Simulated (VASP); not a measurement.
Runs of VASP 6.6.1 on As. The structure is that of space group P6_3/mmc (No. 194), or close to it. The cells are those of the table. This isn't the form of As at room conditions, which is rhombohedral.

```csv
task,spin,cell,k mesh,cutoff (eV),gap on the mesh (eV),pressure (GPa)
single point,"non-collinear, zero start, SOC","a = 3.014, b = 3.014, c = 4.597 Å, angles 90.0, 90.0, 120.0°, 2 atoms",12 × 12 × 7,520,-,0.3
single point,off,"a = 3.014, b = 3.014, c = 4.597 Å, angles 90.0, 90.0, 120.0°, 2 atoms",12 × 12 × 7,520,none,0.3
single point,off,"a = 2.973, b = 2.973, c = 4.535 Å, angles 90.0, 90.0, 120.0°, 2 atoms",14 × 14 × 8,520,none,4.7
single point,off,"a = 3.054, b = 3.054, c = 4.658 Å, angles 90.0, 90.0, 120.0°, 2 atoms",14 × 14 × 8,520,none,-2.9
single point,off,"a = 3.130, b = 3.130, c = 4.774 Å, angles 90.0, 90.0, 120.0°, 2 atoms",14 × 14 × 8,520,none,(a)
relaxation of cell and atoms,off,"relaxed from a = 2.958, b = 2.958, c = 4.830 Å, angles 90.0, 90.0, 120.0°, 2 atoms",12 × 12 × 7,600,none,0.0
single point,off,"a = 2.931, b = 2.931, c = 4.471 Å, angles 90.0, 90.0, 120.0°, 2 atoms",14 × 14 × 8,520,none,9.9
single point,off,"a = 2.888, b = 2.888, c = 4.405 Å, angles 90.0, 90.0, 120.0°, 2 atoms",14 × 14 × 8,520,none,(b)
```

Alike in all rows: level LDA; potentials or basis VASP PAW LDA potentials, release 64 (As); smearing fermi-dirac 0.1 eV.

**Question.** Estimate the missing entries.

**Answer.** (a) -8.0; (b) 16.4.

Caveats: the cell stands under pressure (at least some runs); the cell stands under tension (at least some runs).

A k mesh can miss the band edges, and rows without SOC leave out spin-orbit coupling on As.

A gap of «none» marks levels without a gap at the run's occupations.
